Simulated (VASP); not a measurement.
## MgS: single point with r2SCAN

The system is MgS.

```xyz
2
Lattice="0.0000 2.8309 2.8309 2.8309 0.0000 2.8309 2.8309 2.8309 0.0000" Properties=species:S:1:pos:R:3 pbc="T T T"
Mg    0.0000    0.0000    0.0000
S     1.4154    1.4154    1.4154
```

| Property | Result |
| --- | --- |
| Program | VASP 6.6.1 |
| Task | single point |
| Functional | r2SCAN |
| Potentials or basis | VASP PAW PBE potentials, release 64 (Mg, S) |
| Cutoff | 520 eV |
| k mesh | 8 × 8 × 8 |
| Occupations | gaussian, width 0.01 eV |
| Spin | no spin polarisation |
| Dipole correction | no |
| Further INCAR settings | ALGO = Normal; EDIFF = 1e-06; NBANDS = 11 |

The pressure is -0.3 GPa. The band gap on the k mesh is 4.13 eV.

Levels at points of the mesh, in eV from the valence-band top:
```tsv
k point	band 1	band 2	band 3	band 4	band 5	band 6	band 7	band 8	band 9
(0.00, 0.00, 0.00)	-11.74	0.00	0.00	0.00	4.13	8.59	8.59	8.59	11.46
(0.50, 0.00, 0.00)	-11.04	-3.15	-0.33	-0.33	5.79	8.21	8.21	9.27	13.83
(0.50, 0.50, 0.00)	-10.82	-2.82	-1.05	-1.05	4.32	6.26	12.13	13.27	13.27
```

It took 2.3 min on 1 thread of Intel Xeon 8259CL (shared host), peak memory 0.17 GiB.

Caveat: the PAW data sets were made with another functional, which shifts forces and pressure a little. A k mesh can miss the band edges.
